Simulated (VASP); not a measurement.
# MoS2 (R3m) in VASP: settings compared, part 2 of 2

VASP 6.6.1.

**5. Single point, revPBE**

This run uses another cell than the first one, of 17.73 Å³/atom, 0.943 times its volume.

File INCAR:

```
SYSTEM = MoS2
PREC = Accurate
ENCUT = 520
EDIFF = 1E-7
ISMEAR = -1
SIGMA = 0.05
LREAL = .FALSE.
LASPH = .TRUE.
NELM = 100
ALGO = Normal
ISIF = 2
LWAVE = .FALSE.
LCHARG = .FALSE.
GGA = RE
NBANDS = 20
```

File KPOINTS:

```
regular mesh
0
G
  10 10 10
  0 0 0
```

File POSCAR:

```
MoS2
1.0
    1.5800000000      0.9122134253      6.1500000000
   -1.5800000000      0.9122134253      6.1500000000
    0.0000000000     -1.8244268506      6.1500000000
Mo S
1 2
Direct
    0.0000000000      0.0000000000      0.0000000000
    0.4170000000      0.4170000000      0.4170000000
    0.2500000000      0.2500000000      0.2500000000
```

Potentials or basis: VASP PAW PBE potentials, release 64 (Mo_sv, S).

Run with:

```sh
cat potpaw_PBE.64/Mo_sv/POTCAR potpaw_PBE.64/S/POTCAR > POTCAR
mpirun -np 1 vasp_std > vasp.out
```

OUTCAR:

```text
SYSTEM = MoS2
   PREC = Accurate
   ENCUT = 520
   EDIFF = 1E-7
   ISMEAR = -1
   LREAL = .FALSE.
   LASPH = .TRUE.
   NELM = 100
   ISIF = 2
   GGA = RE

 ion  position               nearest neighbor table
   1  0.000  0.000  0.000-   3 2.39   3 2.39   3 2.39   2 2.39   2 2.39   2 2.39
   2  0.417  0.417  0.417-   1 2.39   1 2.39   1 2.39
   3  0.250  0.250  0.250-   1 2.39   1 2.39   1 2.39

  LATTYP: Found a trigonal (rhomboedric) cell.
 ALAT       =     6.4149071181
 COS(alpha) =     0.8786713335

  Lattice vectors:

 A1 = (   1.5800000000,   0.9122134253,   6.1500000000)
[... 192 lines left out ...]
      6      -5.6834      2.00000
[... 541 lines left out ...]
     19      15.4267      0.00000
     20      16.3353      0.00000

 [... further k-points ...]
[... 5 lines left out ...]
  --------------------------------------------------------------------------------------
  -------------------------------------------------------------------------------------
  Total        2.0907627      2.0907627      2.8950880      0.0000000      0.0000000      0.0000000
  in kB       62.9847494     62.9847494     87.2152513      0.0000000      0.0000000      0.0000000
  external PRESSURE =      71.0615834 kB  Pullay stress =       0.0000000 kB

 VOLUME and BASIS-vectors are now :
 -----------------------------------------------------------------------------
  energy-cutoff  :      520.00
  volume of cell :       53.18
      direct lattice vectors                 reciprocal lattice vectors
     1.580000000  0.912213425  6.150000000     0.316455696  0.182705781  0.054200542
    -1.580000000  0.912213425  6.150000000    -0.316455696  0.182705781  0.054200542
     0.000000000 -1.824426851  6.150000000     0.000000000 -0.365411563  0.054200542

 POSITION                                       TOTAL-FORCE (eV/Angst)
 -----------------------------------------------------------------------------------
      0.00000      0.00000      0.00000         0.000000      0.000000      0.087562
      0.00000      0.00000      7.69365         0.000000      0.000000      0.460106
      0.00000      0.00000      4.61250         0.000000      0.000000     -0.547668
 -----------------------------------------------------------------------------------
    total drift:                                0.000000     -0.000000      0.000046

  FREE ENERGIE OF THE ION-ELECTRON SYSTEM (eV)
  ---------------------------------------------------
  free  energy   TOTEN  =       -20.6750433353 eV

  energy  without entropy=      -20.6750426413  energy(sigma->0) =      -20.67504299
```

OSZICAR:

```text
N       E                     dE             d eps       ncg     rms          rms(c)
DAV:   1     0.185371332270E+03    0.18537E+03   -0.13499E+04  4640   0.123E+03
DAV:   2    -0.147166276592E+02   -0.20009E+03   -0.19462E+03  5660   0.318E+02
DAV:   3    -0.219821402376E+02   -0.72655E+01   -0.71947E+01  5708   0.569E+01
DAV:   4    -0.220665314728E+02   -0.84391E-01   -0.84349E-01  5624   0.650E+00
DAV:   5    -0.220678775188E+02   -0.13460E-02   -0.13460E-02  5828   0.799E-01    0.252E+01
DAV:   6    -0.210125182401E+02    0.10554E+01   -0.98159E+00  4916   0.193E+01    0.947E+00
DAV:   7    -0.207669561756E+02    0.24556E+00   -0.35111E+00  4728   0.109E+01    0.624E+00
DAV:   8    -0.206734228997E+02    0.93533E-01   -0.52020E-01  5204   0.450E+00    0.183E+00
DAV:   9    -0.206757641649E+02   -0.23413E-02   -0.19867E-02  5392   0.925E-01    0.643E-01
DAV:  10    -0.206749286445E+02    0.83552E-03   -0.77786E-03  5144   0.591E-01    0.122E-01
DAV:  11    -0.206750156264E+02   -0.86982E-04   -0.56249E-04  5612   0.165E-01    0.733E-02
DAV:  12    -0.206750075264E+02    0.81000E-05   -0.67715E-05  5232   0.491E-02    0.235E-02
DAV:  13    -0.206750410688E+02   -0.33542E-04   -0.51935E-05  5084   0.407E-02    0.146E-02
DAV:  14    -0.206750426276E+02   -0.15588E-05   -0.20976E-06  6280   0.852E-03    0.876E-03
DAV:  15    -0.206750433179E+02   -0.69025E-06   -0.18412E-06  5080   0.805E-03    0.312E-03
DAV:  16    -0.206750433353E+02   -0.17428E-07   -0.17589E-07  4988   0.296E-03
   1 F= -.20675043E+02 E0= -.20675043E+02  d E =-.694020E-06
```

stdout:

```text
POSCAR found type information on POSCAR MoS
 POSCAR found :  2 types and       3 ions
 scaLAPACK will be used
 -----------------------------------------------------------------------------
|                                                                             |
|                                                                             |
|     You enforced a specific xc type in the INCAR file but a different       |
|     I HOPE YOU KNOW WHAT YOU ARE DOING!                                     |
|                                                                             |
 -----------------------------------------------------------------------------

 LDA part: xc-table for (Slater+PW92), standard interpolation
 POSCAR, INCAR and KPOINTS ok, starting setup
 FFT: planning ... GRIDC
 FFT: planning ... GRID_SOFT
 FFT: planning ... GRID
 WAVECAR not read
 entering main loop
```

Wall time 6 min (1 thread of Intel Xeon Platinum 8488C (Sapphire Rapids), shared host); peak memory 0.38 GiB.

What came out:

```yaml
Free_energy: -20.6750 eV
Pressure: 7.1 GPa
Largest_force: 0.548 eV/Å
Band_gap_on_the_k_mesh: 1.00 eV, indirect (least direct gap 1.96 eV)
```

Forces on the atoms (eV/Å):
```
Mo   0.000  0.000  0.088
S    0.000  0.000  0.460
S    0.000  0.000 -0.548
```

Stress tensor (GPa, compression positive):
```
6.30 0.00 0.00
0.00 6.30 0.00
0.00 0.00 8.72
```

Levels at points of the mesh, in eV from the valence-band top:
| k point | band 10 | band 11 | band 12 | band 13 | band 14 | band 15 | band 16 | band 17 |
| --- | --- | --- | --- | --- | --- | --- | --- | --- |
| (0.00, 0.00, 0.00) | -2.33 | -2.33 | -1.27 | -1.14 | 2.03 | 2.03 | 2.45 | 2.45 |
| (0.50, 0.00, 0.00) | -4.05 | -2.37 | -1.67 | -1.48 | 1.60 | 2.04 | 3.51 | 3.52 |
| (0.50, 0.50, 0.00) | -3.98 | -2.92 | -1.85 | -1.32 | 1.55 | 2.16 | 3.07 | 3.92 |
| (0.50, 0.50, 0.50) | -3.45 | -2.30 | -2.30 | 0.00 | 2.13 | 2.13 | 2.32 | 2.32 |

Caveat: the PAW data sets were made with another functional, which shifts forces and pressure a little.

**6. Single point, BLYP**

This run uses another cell than the first one, of 17.73 Å³/atom, 0.943 times its volume.

File INCAR:

```
  PREC = Accurate
  ENCUT = 520
  EDIFF = 1E-6
  ISMEAR = -1
  SIGMA = 0.05
  LREAL = F
  LASPH = T
  NELM = 100
  ALGO = Normal
  ISIF = 2
  LWAVE = F
  LCHARG = F
  GGA = B5
  ALDAX = 1.0
  AGGAX = 1.0
  AGGAC = 1.0
  ALDAC = 0.0
  NBANDS = 20
```

File KPOINTS:

```
Automatic mesh
0
Gamma
  10 10 10
```

POSCAR is that of step 5.

Potentials or basis: VASP PAW PBE potentials, release 64 (Mo_sv, S).

Run with:

```sh
cat potpaw_PBE.64/Mo_sv/POTCAR potpaw_PBE.64/S/POTCAR > POTCAR
mpirun -np 1 vasp_std > vasp.out
```

Run time: 5.4 min. Hardware: 1 thread of Intel Xeon Platinum 8488C (Sapphire Rapids), shared host; peak memory 0.37 GiB.

The run converged. Its results:

```
Free energy            : -19.1292 eV
Pressure               : 12.9 GPa
Largest force          : 0.935 eV/Å
Band gap on the k mesh : 0.98 eV, indirect (least direct gap 1.95 eV)
```

Forces on the atoms (eV/Å):
```
Mo   0.000  0.000  0.084
S    0.000  0.000  0.851
S    0.000  0.000 -0.935
```

Stress tensor (GPa, compression positive):
```
12.93  0.00  0.00
 0.00 12.93  0.00
 0.00  0.00 12.81
```

Levels at points of the mesh, in eV from the valence-band top:
| k point | band 10 | band 11 | band 12 | band 13 | band 14 | band 15 | band 16 | band 17 |
| --- | --- | --- | --- | --- | --- | --- | --- | --- |
| (0.00, 0.00, 0.00) | -2.34 | -2.34 | -1.27 | -1.15 | 2.03 | 2.03 | 2.41 | 2.41 |
| (0.50, 0.00, 0.00) | -4.04 | -2.35 | -1.66 | -1.41 | 1.55 | 1.99 | 3.48 | 3.51 |
| (0.50, 0.50, 0.00) | -3.97 | -2.91 | -1.84 | -1.23 | 1.50 | 2.11 | 3.06 | 3.89 |
| (0.50, 0.50, 0.50) | -3.47 | -2.32 | -2.32 | 0.00 | 2.12 | 2.12 | 2.28 | 2.28 |

Caveat: the PAW data sets were made with another functional, which shifts forces and pressure a little. As with any semilocal functional, this BLYP gap is likely too small.

**7. The runs side by side**

| level | potentials or basis | cell | gap on the mesh (eV) | pressure (GPa) | largest force (eV/Å) |
| --- | --- | --- | --- | --- | --- |
| LDA | VASP PAW LDA potentials, release 64 (Mo_sv, S) | a = 6.541 Å, angles 28.5°, 3 atoms | 0.93 | -10.1 | 0.88 |
| PBEsol+D3(BJ) | VASP PAW PBE potentials, release 64 (Mo_sv, S) | a = 6.058 Å, angles 29.8°, 3 atoms | 0.54 | 0.0 | 0.01 |
| PBEsol+D4 | VASP PAW PBE potentials, release 64 (Mo_sv, S) | a = 6.178 Å, angles 29.3°, 3 atoms | 0.68 | 0.0 | 0.01 |
| revPBE | VASP PAW PBE potentials, release 64 (Mo_sv, S) | a = 6.415 Å, angles 28.5°, 3 atoms | 1.00 | 7.1 | 0.55 |
| BLYP | VASP PAW PBE potentials, release 64 (Mo_sv, S) | a = 6.415 Å, angles 28.5°, 3 atoms | 0.98 | 12.9 | 0.93 |

Alike in all rows: task single point; no spin polarisation; k mesh 10 × 10 × 10; cutoff (eV) 520; smearing fermi-dirac 0.05 eV.

Caveats: the PAW data sets were made with another functional, which shifts forces and pressure a little (some runs).

Total energies depend on the potentials used, so only differences within one code and one set of settings carry meaning.
